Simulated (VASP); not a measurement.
# VH (I4/mmm) in VASP: single point with PBEsol

Aim: the single point of VH with PBEsol.

All numbers are computed with VASP 6.6.1; they aren't measurements. Logs are shortened: lines on timing, memory, paths and dates and some standing lists are left out, and cuts for length are marked.

### Step 1. The cell of the first run

The structure is tetragonal, space group I4/mmm (No. 139). The conventional cell has a = 2.916 Å, b = 2.916 Å, c = 3.731 Å, α = 90.00°, β = 90.00°, γ = 90.00°. V (site symmetry 4/mmm) has 6 H at 1.87 to 2.06 Å within 2.5 Å. H (site symmetry 4/mmm) has 6 V at 1.87 to 2.06 Å within 2.5 Å.

### Step 2. Single point, PBEsol (strain +0.050 along x and y, -0.050 along z)

INCAR

```
SYSTEM = VH
PREC     = Accurate       ! precision mode
ENCUT    = 520            ! plane-wave cutoff, eV
EDIFF    = 1E-6           ! SCF threshold, eV
ISMEAR   = 0              ! smearing method
SIGMA    = 0.15           ! smearing width, eV
LREAL    = .FALSE.        ! projectors in reciprocal space
LASPH    = .TRUE.         ! aspherical terms in the spheres
NELM     = 100            ! most SCF steps
ALGO     = Normal         ! electronic algorithm
ISIF     = 2              ! what is computed and relaxed
LWAVE    = .FALSE.        ! write WAVECAR
LCHARG   = .FALSE.        ! write CHGCAR
GGA      = PS             ! functional
NBANDS   = 14             ! bands
```

KPOINTS

```
Automatic mesh
0
G
  20 20 20
  0 0 0
```

POSCAR

```
VH
1.0
    0.0000000000      2.0619412590      1.8655659010
    2.0619412590      0.0000000000      1.8655659010
    2.0619412590      2.0619412590      0.0000000000
V H
1 1
Direct
    0.0000000000      0.0000000000      0.0000000000
    0.5000000000      0.5000000000      0.5000000000
```

Potentials or basis: VASP PAW PBE potentials, release 64 (V_sv, H).

On the command line:

```
$ cat potpaw_PBE.64/V_sv/POTCAR potpaw_PBE.64/H/POTCAR > POTCAR
$ mpirun -np 1 vasp_std > vasp.out
```

OUTCAR:

```text
SYSTEM = VH
   PREC = Accurate
   ENCUT = 520
   EDIFF = 1E-6
   ISMEAR = 0
   LREAL = .FALSE.
   LASPH = .TRUE.
   NELM = 100
   ISIF = 2
   GGA = PS

 ion  position               nearest neighbor table
   1  0.000  0.000  0.000-   2 1.87   2 1.87
   2  0.500  0.500  0.500-   1 1.87   1 1.87

  LATTYP: Found a body centered tetragonal cell.
 ALAT       =     2.9160252933
 C/A-ratio  =     1.2795265564

  Lattice vectors:

 A1 = (   0.0000000000,  -2.0619412590,  -1.8655659010)
 A2 = (   0.0000000000,   2.0619412590,  -1.8655659010)
 A3 = (   2.0619412590,   0.0000000000,   1.8655659010)

Analysis of symmetry for initial positions (statically):
=====================================================================
 Subroutine PRICEL returns:
 Original cell was already a primitive cell.

 Routine SETGRP: Setting up the symmetry group for a
 body centered tetragonal supercell.

 Subroutine GETGRP returns: Found 16 space group operations
 (whereof 16 operations were pure point group operations)
 out of a pool of 16 trial point group operations.

The static configuration has the point symmetry D_4h.

Analysis of symmetry for dynamics (positions and initial velocities):
=====================================================================
 Subroutine PRICEL returns:
 Original cell was already a primitive cell.

 Routine SETGRP: Setting up the symmetry group for a
 body centered tetragonal supercell.

 Subroutine GETGRP returns: Found 16 space group operations
 (whereof 16 operations were pure point group operations)
 out of a pool of 16 trial point group operations.

The dynamic configuration has the point symmetry D_4h.

 Subroutine INISYM returns: Found 16 space group operations
 (whereof 16 operations are pure point group operations),
 and found     1 'primitive' translations

----------------------------------------------------------------------------------------

                                     Primitive cell

  volume of cell :      15.8633

  direct lattice vectors                    reciprocal lattice vectors
     0.000000000  2.061941259  1.865565901    -0.242489934  0.242489934  0.268015190
     2.061941259  0.000000000  1.865565901     0.242489934 -0.242489934  0.268015190
     2.061941259  2.061941259  0.000000000     0.242489934  0.242489934 -0.268015190

  length of vectors
     2.780636238  2.780636238  2.916025293     0.435241173  0.435241173  0.435241173

  position of ions in fractional coordinates (direct lattice)
     0.000000000  0.000000000  0.000000000
     0.500000000  0.500000000  0.500000000

  ion indices of the primitive-cell ions
   primitive index   ion index
                 1           1
                 2           2

----------------------------------------------------------------------------------------

 KPOINTS: Automatic mesh

Automatic generation of k-mesh.
 Grid dimensions read from file:
 generate k-points for:   20   20   20

 Generating k-lattice:

  Cartesian coordinates                     Fractional coordinates (reciprocal lattice)
    -0.012124497  0.012124497  0.013400760     0.050000000  0.000000000  0.000000000
     0.012124497 -0.012124497  0.013400760     0.000000000  0.050000000  0.000000000
     0.012124497  0.012124497 -0.013400760     0.000000000  0.000000000  0.050000000

  Length of vectors
     0.021762059  0.021762059  0.021762059

  Shift w.r.t. Gamma in fractional coordinates (k-lattice)
     0.000000000  0.000000000  0.000000000

 Subroutine IBZKPT returns following result:
 ===========================================

 Found    641 irreducible k-points:

 Following reciprocal coordinates:
            Coordinates               Weight
  0.000000  0.000000  0.000000      1.000000
  0.050000  0.000000  0.000000      8.000000
  0.100000  0.000000  0.000000      8.000000
  0.150000  0.000000  0.000000      8.000000
  0.200000  0.000000  0.000000      8.000000
  0.250000  0.000000  0.000000      8.000000
[... 16 lines left out ...]
 -0.400000  0.050000  0.000000      8.000000
 -0.350000  0.050000  0.000000      8.000000
 [... further k-points ...]
   k-points           NKPTS =    641   k-points in BZ     NKDIM =    641   number of bands    NBANDS=     14
   number of dos      NEDOS =    301   number of ions     NIONS =      2
   total plane-waves  NPLWV =  13824
   dimension x,y,z NGX =    24 NGY =   24 NGZ =   24
   dimension x,y,z NGXF=    48 NGYF=   48 NGZF=   48
   ions per type =               1   1
   NGX,Y,Z   is equivalent  to a cutoff of  14.35, 14.35, 13.68 a.u.
   NGXF,Y,Z  is equivalent  to a cutoff of  28.70, 28.70, 27.37 a.u.
 SYSTEM =  VH
   PREC   = accura    normal or accurate (medium, high low for compatibility)
   ISTART =      0    job   : 0-new  1-cont  2-samecut
   ICHARG =      2    charge: 1-file 2-atom 10-const
   ISPIN  =      1    spin polarized calculation?
   LNONCOLLINEAR =      F non collinear calculations
   LSORBIT =      F    spin-orbit coupling
   LASPH  =      T    aspherical Exc in radial PAW
   ENCUT  =  520.0 eV  38.22 Ry    6.18 a.u.   5.17  5.17  5.42*2*pi/ulx,y,z
   NELM   =    100;   NELMIN=  2; NELMDL= -5     # of ELM steps
   EDIFF  = 0.1E-05   stopping-criterion for ELM
   LREAL  =      F    real-space projection
   EDIFFG = 0.1E-04   stopping-criterion for IOM
   NSW    =      0    number of steps for IOM
   IBRION =     -1    ionic relax: 0-MD 1-quasi-New 2-CG
   NFREE  =      0    steps in history (QN), initial steepest desc. (CG)
   ISIF   =      2    stress and relaxation
   ISYM   =      2    0-nonsym 1-usesym 2-fastsym
   POTIM  = 0.5000    time-step for ionic-motion
   TEBEG  =    0.0;   TEEND  =   0.0 temperature during run
   PSTRESS=    0.0 pullay stress
   NELECT =      14.0000    total number of electrons
   NUPDOWN=      -1.0000    fix difference up-down
   EMIN   =  10.00;   EMAX   =-10.00  energy-range for DOS
   EFERMI =   0.00;   METHOD = LEGACY
   ISMEAR =     0;   SIGMA  =   0.15  broadening in eV -4-tet -1-fermi 0-gaus
   EFERMI_NEDOS =   21; number of points for ismear=-14 and -15
   IALGO  =     38    algorithm
   IMIX   =      4    mixing-type and parameters
     AMIX     =   0.40;   BMIX     =  1.00
     AMIX_MAG =   1.60;   BMIX_MAG =  1.00
  volume/ion in A,a.u.               =       7.93        53.53
  Fermi-wavevector in a.u.,A,eV,Ry     =   1.570314  2.967463 33.550409  2.465885
  Thomas-Fermi vector in A             =   2.672066
   LORBIT       =      0    0 simple, 1 ext, 2 COOP (PROOUT), +10 PAW based schemes
   GGA     = PS    functional components
   LHFCALC =     F    Hartree Fock is set to
   AEXX    =    0.0000 exact exchange contribution
   IVDW    =     0    specifies the selected vdW correction
   LEPSILON=     F    determine dielectric tensor
   LRPA    =     F    only Hartree local field effects (RPA)
 non-spin polarized calculation
 Gauss-broadening in eV      SIGMA  =   0.15
  energy-cutoff  :      520.00
  volume of cell :       15.86
 maximum number of plane-waves:       439
 NGX is ok and might be reduce to    24
   NGX = 11   NGY = 11   NGZ = 11

 number of electron      13.9999996 magnetization

 Free energy of the ion-electron system (eV)
  ---------------------------------------------------
  ext. energy  EPLUGINS =         0.00000000
  ---------------------------------------------------
  free energy    TOTEN  =       -13.35455163 eV

  energy without entropy =      -13.33917920  energy(sigma->0) =      -13.34686541

 E-fermi :   9.2720     XC(G=0): -12.8604

 val. band max:        9.2678640392   @ k =  -0.4500  -0.0000   0.1000
 cond. band min:       9.2769033827   @ k =  -0.4000  -0.0000   0.1000
 fundamental gap:      0.0090393435
 Fermi energy:         9.2719676088

 k-point     1 :       0.0000    0.0000    0.0000
  band No.  band energies     occupation
      1     -54.7345      2.00000
      2     -28.3809      2.00000
      3     -28.3665      2.00000
      4     -28.3665      2.00000
      5      -1.0537      2.00000
      6       8.9426      1.99810
      7       8.9426      1.99810
      8       9.6794      0.00012
      9      10.1292      0.00000
     10      10.6989      0.00000
     11      21.6877      0.00000
     12      25.6221      0.00000
     13      26.5519      0.00000
     14      26.5519      0.00000

 k-point     2 :       0.0500    0.0000    0.0000
  band No.  band energies     occupation
      1     -54.7320      2.00000
      2     -28.3908      2.00000
      3     -28.3723      2.00000
      4     -28.3693      2.00000
      5      -0.9769      2.00000
      6       8.9271      1.99885
      7       8.9685      1.99578
      8       9.6722      0.00016
      9      10.1160      0.00000
     10      10.6707      0.00000
     11      21.2971      0.00000
     12      25.6347      0.00000
     13      26.6164      0.00000
     14      26.7801      0.00000

 k-point     3 :       0.1000    0.0000    0.0000
  band No.  band energies     occupation
      1     -54.7246      2.00000
      2     -28.4317      2.00000
      3     -28.3773      2.00000
      4     -28.3771      2.00000
      5      -0.7493      2.00000
      6       8.8571      1.99991
      7       9.0285      1.97832
      8       9.6655      0.00021
      9      10.0969      0.00000
     10      10.6018      0.00000
     11      20.3899      0.00000
     12      25.5633      0.00000
     13      26.7989      0.00000
     14      27.2759      0.00000
[... 324 lines left out ...]
 k-point    23 :      -0.4000    0.0500    0.0000
  band No.  band energies     occupation
      1     -54.6366      2.00000
      2     -28.9144      2.00000
      3     -28.4692      2.00000
      4     -28.4213      2.00000
      5       3.0637      2.00000
      6       6.2441      2.00000
      7       8.5024      2.00000
      8       9.2562      1.11836
      9      11.4531      0.00000
     10      11.5318      0.00000
     11      16.1896      0.00000
     12      20.1461      0.00000
     13      27.6162      0.00000
     14      28.2570      0.00000

 k-point    24 :      -0.3500    0.0500    0.0000
  band No.  band energies     occupation
      1     -54.6474      2.00000
      2     -28.8551      2.00000
      3     -28.4562      2.00000
      4     -28.4204      2.00000
      5       2.3319      2.00000
      6       6.8178      2.00000
      7       8.6116      2.00000
      8       9.3183      0.66220
      9      11.2068      0.00000
     10      11.3386      0.00000
     11      16.4059      0.00000
     12      21.0162      0.00000
     13      28.0323      0.00000
     14      28.3658      0.00000

 [... further k-points ...]

------------------------ aborting loop because EDIFF is reached ----------------------------------------

  FORCE on cell =-STRESS in cart. coord.  units (eV):
  Direction    XX          YY          ZZ          XY          YZ          ZX
  --------------------------------------------------------------------------------------
  -------------------------------------------------------------------------------------
  Total       -1.2120778     -1.2120778     -1.1245771      0.0000000      0.0000000      0.0000000
  in kB     -122.4187386   -122.4187386   -113.5812479      0.0000000      0.0000000      0.0000000
  external PRESSURE =    -119.4729084 kB  Pullay stress =       0.0000000 kB

 VOLUME and BASIS-vectors are now :
 -----------------------------------------------------------------------------
  energy-cutoff  :      520.00
  volume of cell :       15.86
      direct lattice vectors                 reciprocal lattice vectors
     0.000000000  2.061941259  1.865565901    -0.242489934  0.242489934  0.268015190
     2.061941259  0.000000000  1.865565901     0.242489934 -0.242489934  0.268015190
     2.061941259  2.061941259  0.000000000     0.242489934  0.242489934 -0.268015190

 POSITION                                       TOTAL-FORCE (eV/Angst)
 -----------------------------------------------------------------------------------
      0.00000      0.00000      0.00000        -0.000000      0.000000     -0.000000
      2.06194      2.06194      1.86557         0.000000     -0.000000      0.000000
 -----------------------------------------------------------------------------------
    total drift:                                0.000000     -0.000000     -0.000000

  FREE ENERGIE OF THE ION-ELECTRON SYSTEM (eV)
  ---------------------------------------------------
  free  energy   TOTEN  =       -13.3545516268 eV

  energy  without entropy=      -13.3391792018  energy(sigma->0) =      -13.34686541
```

It took 2.5 min on 1 thread of Intel Xeon 8259CL, shared host; peak memory 0.26 GiB.

What came out:

| Item | Value |
| --- | --- |
| Free energy | -13.3546 eV |
| Pressure | -11.9 GPa |
| Band gap on the k mesh | zero (bands 7 and 8 overlap by 2.64 eV) |

Caveat: the cell differs from its parent crystal (strain +0.050 along x and y, -0.050 along z); the cell stands under tension; the PAW data sets were made with another functional, which shifts forces and pressure a little.
